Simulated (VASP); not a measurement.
# LiH (Fm-3m) in VASP: further runs

Runs on LiH. Level: r2SCAN0. Tasks: single point.

Program: VASP 6.6.1. These are calculated values, not measurements. Logs are shortened: lines on timing, memory, paths and dates and some standing lists are left out, and cuts for length are marked.

## 1. The cell of the first run

Symmetry: Fm-3m, No. 225, cubic system. Conventional cell: a = 3.990 Å, b = 3.990 Å, c = 3.990 Å, α = 90.00°, β = 90.00°, γ = 90.00°. Within 2.6 Å of Li (site symmetry m-3m) lie 6 H at 2.00 Å. H (site symmetry m-3m) has 6 Li at 2.00 Å within 2.6 Å.

## 2. Single point, r2SCAN0

Contents of POSCAR:

```
LiH
1.0
    0.0000000000      1.9951720069      1.9951720069
    1.9951720069      0.0000000000      1.9951720069
    1.9951720069      1.9951720069      0.0000000000
Li H
1 1
Direct
    0.0000000000      0.0000000000      0.0000000000
    0.5000000000      0.5000000000      0.5000000000
```

Contents of INCAR.step1:

```
  PREC = Accurate
  ENCUT = 520
  EDIFF = 1E-5
  ISMEAR = 1
  SIGMA = 0.01
  LREAL = False
  LASPH = True
  NELM = 80
  ALGO = Normal
  ISIF = 2
  LWAVE = True
  LCHARG = False
  GGA = PE
  NBANDS = 9
```

Contents of INCAR.step2:

```
  PREC = Accurate
  ENCUT = 520
  EDIFF = 1E-6
  ISMEAR = 1
  SIGMA = 0.01
  LREAL = False
  LASPH = True
  NELM = 80
  ALGO = Normal
  ISIF = 2
  LWAVE = False
  LCHARG = False
  METAGGA = R2SCAN
  LHFCALC = True
  AEXX = 0.25
  LMIXTAU = True
  PRECFOCK = Normal
  ISTART = 1
  NBANDS = 9
```

Contents of KPOINTS:

```
Automatic mesh
0
Gamma
  6 6 6
```

Potentials or basis: VASP PAW PBE potentials, release 64 (Li_sv, H).

The run is started by

```console
$ cat potpaw_PBE.64/Li_sv/POTCAR potpaw_PBE.64/H/POTCAR > POTCAR
$ cp INCAR.step1 INCAR
$ mpirun -np 1 vasp_std > vasp.out
$ cp INCAR.step2 INCAR
$ mpirun -np 1 vasp_std > vasp.out
```

OUTCAR:

```text
PREC = Accurate
   ENCUT = 520
   EDIFF = 1E-6
   ISMEAR = 1
   LREAL = False
   LASPH = True
   NELM = 80
   ISIF = 2
   METAGGA = R2SCAN
   LHFCALC = True
   AEXX = 0.25
   PRECFOCK = Normal
   ISTART = 1

 ion  position               nearest neighbor table
   1  0.000  0.000  0.000-
   2  0.500  0.500  0.500-

  LATTYP: Found a face centered cubic cell.
 ALAT       =     3.9903440138

  Lattice vectors:

 A1 = (   0.0000000000,   1.9951720069,   1.9951720069)
 A2 = (   1.9951720069,   0.0000000000,   1.9951720069)
 A3 = (   1.9951720069,   1.9951720069,   0.0000000000)

Analysis of symmetry for initial positions (statically):
=====================================================================
 Subroutine PRICEL returns:
 Original cell was already a primitive cell.

 Routine SETGRP: Setting up the symmetry group for a
 face centered cubic supercell.

 Subroutine GETGRP returns: Found 48 space group operations
 (whereof 48 operations were pure point group operations)
 out of a pool of 48 trial point group operations.

The static configuration has the point symmetry O_h .

Analysis of symmetry for dynamics (positions and initial velocities):
=====================================================================
 Subroutine PRICEL returns:
 Original cell was already a primitive cell.

 Routine SETGRP: Setting up the symmetry group for a
 face centered cubic supercell.

 Subroutine GETGRP returns: Found 48 space group operations
 (whereof 48 operations were pure point group operations)
 out of a pool of 48 trial point group operations.

The dynamic configuration has the point symmetry O_h .

 Subroutine INISYM returns: Found 48 space group operations
 (whereof 48 operations are pure point group operations),
 and found     1 'primitive' translations

----------------------------------------------------------------------------------------

                                     Primitive cell

  volume of cell :      15.8844

  direct lattice vectors                    reciprocal lattice vectors
     0.000000000  1.995172007  1.995172007    -0.250604960  0.250604960  0.250604960
     1.995172007  0.000000000  1.995172007     0.250604960 -0.250604960  0.250604960
     1.995172007  1.995172007  0.000000000     0.250604960  0.250604960 -0.250604960

  length of vectors
     2.821599311  2.821599311  2.821599311     0.434060522  0.434060522  0.434060522

  position of ions in fractional coordinates (direct lattice)
     0.000000000  0.000000000  0.000000000
     0.500000000  0.500000000  0.500000000

  ion indices of the primitive-cell ions
   primitive index   ion index
                 1           1
                 2           2

----------------------------------------------------------------------------------------

 KPOINTS: Automatic mesh

Automatic generation of k-mesh.
 Grid dimensions read from file:
 generate k-points for:    6    6    6

 Generating k-lattice:

  Cartesian coordinates                     Fractional coordinates (reciprocal lattice)
    -0.041767493  0.041767493  0.041767493     0.166666667  0.000000000  0.000000000
     0.041767493 -0.041767493  0.041767493     0.000000000  0.166666667  0.000000000
     0.041767493  0.041767493 -0.041767493     0.000000000  0.000000000  0.166666667

  Length of vectors
     0.072343420  0.072343420  0.072343420

  Shift w.r.t. Gamma in fractional coordinates (k-lattice)
     0.000000000  0.000000000  0.000000000

 Subroutine IBZKPT returns following result:
 ===========================================

 Found     16 irreducible k-points:

 Following reciprocal coordinates:
            Coordinates               Weight
  0.000000  0.000000  0.000000      1.000000
  0.166667  0.000000  0.000000      8.000000
  0.333333  0.000000  0.000000      8.000000
  0.500000  0.000000  0.000000      4.000000
  0.166667  0.166667  0.000000      6.000000
  0.333333  0.166667  0.000000     24.000000
[... 8 lines left out ...]
 -0.333333  0.333333  0.166667     24.000000
 -0.333333  0.500000  0.166667     12.000000
   k-points           NKPTS =     16   k-points in BZ     NKDIM =    216   number of bands    NBANDS=      9
   number of dos      NEDOS =    301   number of ions     NIONS =      2
   total plane-waves  NPLWV =  13824
   dimension x,y,z NGX =    24 NGY =   24 NGZ =   24
   dimension x,y,z NGXF=    48 NGYF=   48 NGZF=   48
   ions per type =               1   1
   NGX,Y,Z   is equivalent  to a cutoff of  14.14, 14.14, 14.14 a.u.
   NGXF,Y,Z  is equivalent  to a cutoff of  28.28, 28.28, 28.28 a.u.
 SYSTEM =  unknown system
   PREC   = accura    normal or accurate (medium, high low for compatibility)
   ISTART =      1    job   : 0-new  1-cont  2-samecut
   ICHARG =      0    charge: 1-file 2-atom 10-const
   ISPIN  =      1    spin polarized calculation?
   LNONCOLLINEAR =      F non collinear calculations
   LSORBIT =      F    spin-orbit coupling
   LASPH  =      T    aspherical Exc in radial PAW
   ENCUT  =  520.0 eV  38.22 Ry    6.18 a.u.   5.25  5.25  5.25*2*pi/ulx,y,z
   NELM   =     80;   NELMIN=  2; NELMDL=  0     # of ELM steps
   EDIFF  = 0.1E-05   stopping-criterion for ELM
   LREAL  =      F    real-space projection
   EDIFFG = 0.1E-04   stopping-criterion for IOM
   NSW    =      0    number of steps for IOM
   IBRION =     -1    ionic relax: 0-MD 1-quasi-New 2-CG
   NFREE  =      0    steps in history (QN), initial steepest desc. (CG)
   ISIF   =      2    stress and relaxation
   ISYM   =      3    0-nonsym 1-usesym 2-fastsym
   POTIM  = 0.5000    time-step for ionic-motion
   TEBEG  =    0.0;   TEEND  =   0.0 temperature during run
   PSTRESS=    0.0 pullay stress
   NELECT =       4.0000    total number of electrons
   NUPDOWN=      -1.0000    fix difference up-down
   EMIN   =  10.00;   EMAX   =-10.00  energy-range for DOS
   EFERMI =   0.00;   METHOD = LEGACY
   ISMEAR =     1;   SIGMA  =   0.01  broadening in eV -4-tet -1-fermi 0-gaus
   EFERMI_NEDOS =   21; number of points for ismear=-14 and -15
   IALGO  =     38    algorithm
   IMIX   =      1    mixing-type and parameters
     AMIX     =   0.40;   BMIX     =  1.00
     AMIX_MAG =   1.60;   BMIX_MAG =  1.00
  volume/ion in A,a.u.               =       7.94        53.60
  Fermi-wavevector in a.u.,A,eV,Ry     =   1.033803  1.953605 14.541210  1.068749
  Thomas-Fermi vector in A             =   2.168068
   LORBIT       =      0    0 simple, 1 ext, 2 COOP (PROOUT), +10 PAW based schemes
   METAGGA = R2SCAN    functional components
   LHFCALC =     T    Hartree Fock is set to
   PRECFOCK=normal    Normal, Fast or Accurate (Low or Medium for compatibility)
   ENCUT4O =  -1.0   cutoff for four orbital integrals eV
   NKREDX  =     1    reduce k-point grid by
   NKREDY  =     1    reduce k-point grid by
   NKREDZ  =     1    reduce k-point grid by
   AEXX    =    0.2500 exact exchange contribution
   HFSCREEN=    0.0000 screening length (either q_TF or 0.3 A-1)
   HFSCREENC=   0.0000 screening length for correlation (either q_TF or 0.3 A-1)
   ENCUTFOCK=  -1.0 apply spherical cutoff to Coloumb kernel
   IVDW    =     0    specifies the selected vdW correction
   LEPSILON=     F    determine dielectric tensor
   LRPA    =     F    only Hartree local field effects (RPA)
 non-spin polarized calculation
 Methfessel and Paxton  Order N= 1 SIGMA  =   0.01
  energy-cutoff  :      520.00
  volume of cell :       15.88
 maximum number of plane-waves:       444
 NGX is ok and might be reduce to    24
  NGX = 16; NGY = 16; NGZ = 16

 number of electron       3.9999996 magnetization

 Free energy of the ion-electron system (eV)
  ---------------------------------------------------
  ext. energy  EPLUGINS =         0.00000000
  ---------------------------------------------------
  free energy    TOTEN  =        -7.61057467 eV

  energy without entropy =       -7.61058273  energy(sigma->0) =       -7.61057736

 E-fermi :  -1.0897     XC(G=0):  -6.9463

 val. band max:       -1.0981581106   @ k =   0.5000   0.5000   0.0000
 cond. band min:       4.0405140361   @ k =   0.5000   0.5000   0.0000
 fundamental gap:      5.1386721467
 Fermi energy:        -1.0897392884

 k-point     1 :       0.0000    0.0000    0.0000
  band No.  band energies     occupation
      1     -49.4725      2.00000
      2      -7.2533      2.00000
      3      18.7171      0.00000
      4      20.4137      0.00000
      5      20.4137      0.00000
      6      20.4141      0.00000
      7      24.6839      0.00000
      8      24.6839      0.00000
      9      24.6840      0.00000

 k-point     2 :       0.1667    0.0000    0.0000
  band No.  band energies     occupation
      1     -49.4598      2.00000
      2      -6.6854      2.00000
      3      14.4277      0.00000
      4      18.4501      0.00000
      5      19.4331      0.00000
      6      19.4334      0.00000
      7      24.9656      0.00000
      8      26.3029      0.00000
      9      26.3031      0.00000

 k-point     3 :       0.3333    0.0000    0.0000
  band No.  band energies     occupation
      1     -49.4339      2.00000
      2      -5.1719      2.00000
      3       8.7611      0.00000
      4      16.5686      0.00000
      5      18.7891      0.00000
      6      18.7894      0.00000
      7      22.7027      0.00000
      8      22.7028      0.00000
      9      27.7495      0.00000

 k-point     4 :       0.5000    0.0000    0.0000
  band No.  band energies     occupation
      1     -49.4208      2.00000
      2      -4.0259      2.00000
      3       6.1566      0.00000
      4      15.8614      0.00000
      5      18.9963      0.00000
      6      18.9968      0.00000
      7      20.9382      0.00000
      8      20.9382      0.00000
      9      30.1486      0.00000
[... 109 lines left out ...]
 k-point    14 :       0.5000    0.3333    0.1667
  band No.  band energies     occupation
      1     -49.4183      2.00000
      2      -3.5642      2.00000
      3       8.5758      0.00000
      4       9.5434      0.00000
      5      14.8699      0.00000
      6      19.9080      0.00000
      7      22.9994      0.00000
      8      27.7175      0.00000
      9      32.0994      0.00000

 k-point    15 :      -0.3333    0.3333    0.1667
  band No.  band energies     occupation
      1     -49.4101      2.00000
      2      -2.2871      2.00000
      3       6.4437      0.00000
      4       8.4866      0.00000
      5      14.4253      0.00000
      6      19.5039      0.00000
      7      26.2099      0.00000
      8      28.1894      0.00000
      9      30.4253      0.00000

 k-point    16 :      -0.3333    0.5000    0.1667
  band No.  band energies     occupation
      1     -49.4068      2.00000
      2      -1.2917      2.00000
      3       5.1617      0.00000
      4       8.4444      0.00000
      5      13.4083      0.00000
      6      20.2229      0.00000
      7      21.9437      0.00000
      8      31.5078      0.00000
      9      32.0461      0.00000

------------------------ aborting loop because EDIFF is reached ----------------------------------------

  FORCE on cell =-STRESS in cart. coord.  units (eV):
  Direction    XX          YY          ZZ          XY          YZ          ZX
  --------------------------------------------------------------------------------------
  -------------------------------------------------------------------------------------
  Total       -0.0169681     -0.0169681     -0.0169681      0.0000000     -0.0000000     -0.0000000
  in kB       -1.7114851     -1.7114851     -1.7114851      0.0000000     -0.0000000     -0.0000000
  external PRESSURE =      -1.7114851 kB  Pullay stress =       0.0000000 kB

 VOLUME and BASIS-vectors are now :
 -----------------------------------------------------------------------------
  energy-cutoff  :      520.00
  volume of cell :       15.88
      direct lattice vectors                 reciprocal lattice vectors
     0.000000000  1.995172007  1.995172007    -0.250604960  0.250604960  0.250604960
     1.995172007  0.000000000  1.995172007     0.250604960 -0.250604960  0.250604960
     1.995172007  1.995172007  0.000000000     0.250604960  0.250604960 -0.250604960

 POSITION                                       TOTAL-FORCE (eV/Angst)
 -----------------------------------------------------------------------------------
      0.00000      0.00000      0.00000        -0.000000     -0.000000     -0.000000
      1.99517      1.99517      1.99517         0.000000      0.000000      0.000000
 -----------------------------------------------------------------------------------
    total drift:                               -0.000000     -0.000000      0.000000

  FREE ENERGIE OF THE ION-ELECTRON SYSTEM (eV)
  ---------------------------------------------------
  free  energy   TOTEN  =        -7.6105746746 eV

  energy  without entropy=       -7.6105827272  energy(sigma->0) =       -7.61057736
```

Wall time 72 s (1 thread of Intel Xeon Platinum 8488C (Sapphire Rapids), shared host); peak memory 0.14 GiB.

Results:

* Free energy: -7.6106 eV
* Band gap on the k mesh: 5.14 eV

Caveat: the k points lie up to 0.45 Å⁻¹ apart; the cutoff is under 1.25 times the usual one of these potentials, so pressure, stress and relaxed cells hold a basis-set (Pulay) error; the PAW data sets were made with another functional, which shifts forces and pressure a little. A k mesh can miss the band edges.

[end of part 1 of 2]
